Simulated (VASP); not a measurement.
# AlV2C (P6_3/mmc) in VASP: a series of runs, part 2 of 2

VASP 6.6.1. The steps go on from the part before.

**4. Single point, PBEsol, collinear spin, ferromagnetic start**

This run uses another cell than the first one, of 12.07 Å³/atom.

INCAR reads:

```
PREC = Accurate ; ENCUT = 520
EDIFF = 1E-6 ; ISMEAR = -1
SIGMA = 0.05 ; LREAL = F
LASPH = T ; NELM = 150
ALGO = Normal ; ISIF = 2
LWAVE = F ; LCHARG = F
ISPIN = 2 ; MAGMOM = 2 2 2 2 0 0 0 0
LORBIT = 11 ; LMAXMIX = 4
GGA = PS ; NBANDS = 47
```

KPOINTS reads:

```
regular mesh
0
Gamma
  11 11 2
```

POSCAR reads:

```
AlV2C
1.0
    2.9067228026      0.0000000000      0.0000000000
   -1.4533614013      2.5172957888      0.0000000000
    0.0000000000      0.0000000000     13.1916125473
V Al C
4 2 2
Direct
    0.3333333333      0.6666666667      0.9136157800
    0.6666666667      0.3333333333      0.0863842200
    0.6666666667      0.3333333333      0.4136157800
    0.3333333333      0.6666666667      0.5863842200
    0.6666666667      0.3333333333      0.7500000000
    0.3333333333      0.6666666667      0.2500000000
    0.0000000000      0.0000000000      0.5000000000
    0.0000000000      0.0000000000      0.0000000000
```

Potentials or basis: VASP PAW PBE potentials, release 64 (V_sv, Al, C).

Launch:

```console
> cat potpaw_PBE.64/V_sv/POTCAR potpaw_PBE.64/Al/POTCAR potpaw_PBE.64/C/POTCAR > POTCAR
> mpirun -np 1 vasp_std > vasp.out
```

Wall time 3.6 min (1 thread of Intel Xeon Platinum 8488C (Sapphire Rapids), shared host); peak memory 0.4 GiB.

The run converged. Its results:

```
Free energy                                           : -70.5137 eV
Pressure                                              : -7.4 GPa
Largest force                                         : 0.634 eV/Å
Band gap on the k mesh                                : zero (filled and empty bands overlap)
Net moment                                            : 0.00 μB per cell
Valence electrons inside the program's atomic spheres : V 11.69; Al 0.81; C 2.44
```

Forces in eV/Å, atoms in the order of the input:
```
V    0.000  0.000  0.634
V    0.000  0.000 -0.634
V    0.000  0.000  0.634
V    0.000  0.000 -0.634
Al   0.000  0.000  0.000
Al   0.000  0.000  0.000
C    0.000  0.000  0.000
C    0.000  0.000  0.000
```

Stress tensor (GPa, compression positive):
```
-7.03  0.00  0.00
 0.00 -7.03  0.00
 0.00  0.00 -8.06
```

Levels at points of the mesh, in eV from the Fermi level:
Spin up:
```tsv
k point	band 31	band 32	band 33	band 34	band 35	band 36
(0.00, 0.00, 0.00)	-0.25	-0.25	-0.24	-0.24	0.57	0.57
(0.00, 0.00, 0.50)	-0.25	-0.25	-0.25	-0.25	0.59	0.59
```
Spin down:
```tsv
k point	band 31	band 32	band 33	band 34	band 35	band 36
(0.00, 0.00, 0.00)	-0.25	-0.25	-0.24	-0.24	0.57	0.57
(0.00, 0.00, 0.50)	-0.25	-0.25	-0.25	-0.25	0.59	0.59
```

Caveat: the cell stands under tension; the PAW data sets were made with another functional, which shifts forces and pressure a little.

**5. Single point, PBE, collinear spin, ferromagnetic start**

This run uses another cell than the first one, of 11.99 Å³/atom.

INCAR reads:

```
SYSTEM = AlV2C
ALGO = Normal
EDIFF = 1E-6
ENCUT = 520
GGA = PE
ISIF = 2
ISMEAR = -1
ISPIN = 2
LASPH = .True.
LCHARG = .True.
LELF = .True.
LMAXMIX = 4
LORBIT = 11
LREAL = .False.
LVHAR = .True.
LWAVE = .False.
MAGMOM = 2 2 2 2 0 0 0 0
NBANDS = 47
NELM = 150
PREC = Accurate
SIGMA = 0.05
```

KPOINTS reads:

```
k-points
0
Gamma
  11 11 2
  0 0 0
```

POSCAR reads:

```
AlV2C
1.0
    2.9042233869      0.0000000000      0.0000000000
   -1.4521116934      2.5151312313      0.0000000000
    0.0000000000      0.0000000000     13.1348311016
V Al C
4 2 2
Direct
    0.3333333333      0.6666666667      0.9146884870
    0.6666666667      0.3333333333      0.0853115130
    0.6666666667      0.3333333333      0.4146884870
    0.3333333333      0.6666666667      0.5853115130
    0.6666666667      0.3333333333      0.7500000000
    0.3333333333      0.6666666667      0.2500000000
    0.0000000000      0.0000000000      0.5000000000
    0.0000000000      0.0000000000      0.0000000000
```

Potentials or basis: VASP PAW PBE potentials, release 64 (V_sv, Al, C).

Launch:

```console
> cat potpaw_PBE.64/V_sv/POTCAR potpaw_PBE.64/Al/POTCAR potpaw_PBE.64/C/POTCAR > POTCAR
> mpirun -np 1 vasp_std > vasp.out
```

OUTCAR:

```text
SYSTEM = AlV2C
   EDIFF = 1E-6
   ENCUT = 520
   GGA = PE
   ISIF = 2
   ISMEAR = -1
   ISPIN = 2
   LASPH = .True.
   LORBIT = 11
   LREAL = .False.
   NELM = 150
   PREC = Accurate

 ion  position               nearest neighbor table
   1  0.333  0.667  0.915-   8 2.02   8 2.02   8 2.02   5 2.74   5 2.74   5 2.74   2 2.80   2 2.80
                             2 2.80
   2  0.667  0.333  0.085-   8 2.02   8 2.02   8 2.02   6 2.74   6 2.74   6 2.74   1 2.80   1 2.80
                             1 2.80
   3  0.667  0.333  0.415-   7 2.02   7 2.02   7 2.02   6 2.74   6 2.74   6 2.74   4 2.80   4 2.80
                             4 2.80
   4  0.333  0.667  0.585-   7 2.02   7 2.02   7 2.02   5 2.74   5 2.74   5 2.74   3 2.80   3 2.80
                             3 2.80
[... 2567 lines left out ...]
     -0.00000      1.67675      3.28371        -0.000000     -0.000000      0.000000
      0.00000      0.00000      6.56742         0.000000     -0.000000      0.000000
      0.00000      0.00000      0.00000        -0.000000     -0.000000      0.000000
 -----------------------------------------------------------------------------------
    total drift:                               -0.000000      0.000000     -0.000000

  FREE ENERGIE OF THE ION-ELECTRON SYSTEM (eV)
  ---------------------------------------------------
  free  energy   TOTEN  =       -66.1396485955 eV

  energy  without entropy=      -66.1068412461  energy(sigma->0) =      -66.12324492

 total charge

# of ion       s       p       d       tot
------------------------------------------
    1        2.270   6.283   3.152  11.704
    2        2.270   6.283   3.152  11.704
    3        2.270   6.283   3.152  11.704
    4        2.270   6.283   3.152  11.704
    5        0.421   0.389   0.000   0.810
    6        0.421   0.389   0.000   0.810
    7        0.905   1.573   0.000   2.478
    8        0.905   1.573   0.000   2.478
--------------------------------------------------
tot         11.732  29.054  12.607  53.393

 magnetization (x)

# of ion       s       p       d       tot
------------------------------------------
    1        0.000   0.000  -0.000  -0.000
    2        0.000   0.000  -0.000  -0.000
    3        0.000   0.000  -0.000  -0.000
    4        0.000   0.000  -0.000  -0.000
    5        0.000   0.000   0.000   0.000
    6        0.000   0.000   0.000   0.000
    7       -0.000  -0.000   0.000  -0.000
    8       -0.000  -0.000   0.000  -0.000
--------------------------------------------------
tot          0.000   0.000  -0.000  -0.000
```

stdout:

```text
POSCAR found type information on POSCAR V AlC
 POSCAR found :  3 types and       8 ions
 scaLAPACK will be used
 LDA part: xc-table for (Slater+PW92), standard interpolation
 POSCAR, INCAR and KPOINTS ok, starting setup
 FFT: planning ... GRIDC
 FFT: planning ... GRID_SOFT
 FFT: planning ... GRID
 WAVECAR not read
 entering main loop
```

Wall time 7.7 min (1 thread of Intel Xeon 8259CL, shared host); peak memory 0.4 GiB.

What came out:

| Property | Result |
| --- | --- |
| Free energy | -66.1396 eV |
| Pressure | 0.3 GPa |
| Largest force | 0.047 eV/Å |
| Band gap on the k mesh | zero (filled and empty bands overlap) |
| Net moment | 0.00 μB per cell |
| Valence electrons inside the program's atomic spheres | V 11.70; Al 0.81; C 2.48 |

Forces on the atoms (eV/Å):
```
V    0.000  0.000 -0.047
V    0.000  0.000  0.047
V    0.000  0.000 -0.047
V    0.000  0.000  0.047
Al   0.000  0.000  0.000
Al   0.000  0.000  0.000
C    0.000  0.000  0.000
C    0.000  0.000  0.000
```

Levels at points of the mesh, in eV from the Fermi level:
Spin up:
| k point | band 31 | band 32 | band 33 | band 34 | band 35 | band 36 |
| --- | --- | --- | --- | --- | --- | --- |
| (0.00, 0.00, 0.00) | -0.27 | -0.27 | -0.25 | -0.25 | 0.57 | 0.57 |
| (0.00, 0.00, 0.50) | -0.26 | -0.26 | -0.26 | -0.26 | 0.59 | 0.59 |
Spin down:
| k point | band 31 | band 32 | band 33 | band 34 | band 35 | band 36 |
| --- | --- | --- | --- | --- | --- | --- |
| (0.00, 0.00, 0.00) | -0.27 | -0.27 | -0.25 | -0.25 | 0.57 | 0.57 |
| (0.00, 0.00, 0.50) | -0.26 | -0.26 | -0.26 | -0.26 | 0.59 | 0.59 |

**6. The runs side by side**

```csv
level,potentials or basis,spin,cell,gap on the mesh (eV),pressure (GPa),moment (μB),largest force (eV/Å)
PBEsol,"VASP PAW PBE potentials, release 64 (V_sv, Al, C)","collinear, ferrimagnetic start","a = 2.888, b = 2.888, c = 13.105 Å, angles 90.0, 90.0, 120.0°, 8 atoms, atomic positions A",none,-3.5,0.00,0.45
LDA,"VASP PAW LDA potentials, release 64 (V_sv, Al, C)","collinear, ferromagnetic start","a = 2.888, b = 2.888, c = 13.105 Å, angles 90.0, 90.0, 120.0°, 8 atoms, atomic positions A",none,-8.1,0.00,0.60
PBEsol,"VASP PAW PBE potentials, release 64 (V_sv, Al, C)","collinear, ferromagnetic start","a = 2.907, b = 2.907, c = 13.192 Å, angles 90.0, 90.0, 120.0°, 8 atoms, atomic positions A",none,-7.4,0.00,0.63
PBE,"VASP PAW PBE potentials, release 64 (V_sv, Al, C)","collinear, ferromagnetic start","a = 2.904, b = 2.904, c = 13.135 Å, angles 90.0, 90.0, 120.0°, 8 atoms, atomic positions B",none,0.3,0.00,0.05
```

Alike in all rows: task single point; k mesh 11 × 11 × 2; cutoff (eV) 520; smearing fermi-dirac 0.05 eV.

Caveats: the cell stands under tension (at least some runs); the PAW data sets were made with another functional, which shifts forces and pressure a little (at least some runs).

Absolute energies hang on the potentials; compare differences alone.
